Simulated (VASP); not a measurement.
Input of a VASP 6.6.1 run:

INCAR

```
SYSTEM = ZrC
ALGO = Normal
EDIFF = 1E-7
ENCUT = 520
GGA = RE
ISIF = 2
ISMEAR = 0
IVDW = 13
LASPH = .TRUE.
LCHARG = .FALSE.
LREAL = .FALSE.
LWAVE = .FALSE.
NBANDS = 15
NELM = 100
PREC = Accurate
SIGMA = 0.05
```

KPOINTS

```
k-points
0
G
  8 8 8
  0 0 0
```

Contents of POSCAR:

```
ZrC
1.0
    0.0000000000      2.3560371508      2.3560371508
    2.3560371508      0.0000000000      2.3560371508
    2.3560371508      2.3560371508      0.0000000000
Zr C
1 1
Direct
    0.5000000000      0.5000000000      0.5000000000
    0.0000000000      0.0000000000      0.0000000000
```

Potentials or basis: VASP PAW PBE potentials, release 64 (Zr_sv, C).

Launch:

```sh
$ cat potpaw_PBE.64/Zr_sv/POTCAR potpaw_PBE.64/C/POTCAR > POTCAR
$ mpirun -np 1 vasp_std > vasp.out
```

(1) Estimate the band gap on the k mesh.

(2) Predict the pressure.

(3) Estimate the dispersion energy per atom.

Results:

(1) zero (band 8 reaches 10.53 eV, above the bottom of band 9 at 9.23 eV).

(2) -4.1 GPa.

(3) -0.419 eV.

Caveat: the PAW data sets were made with another functional, which shifts forces and pressure a little; pairwise dispersion overbinds metals, which lowers pressure and volume.
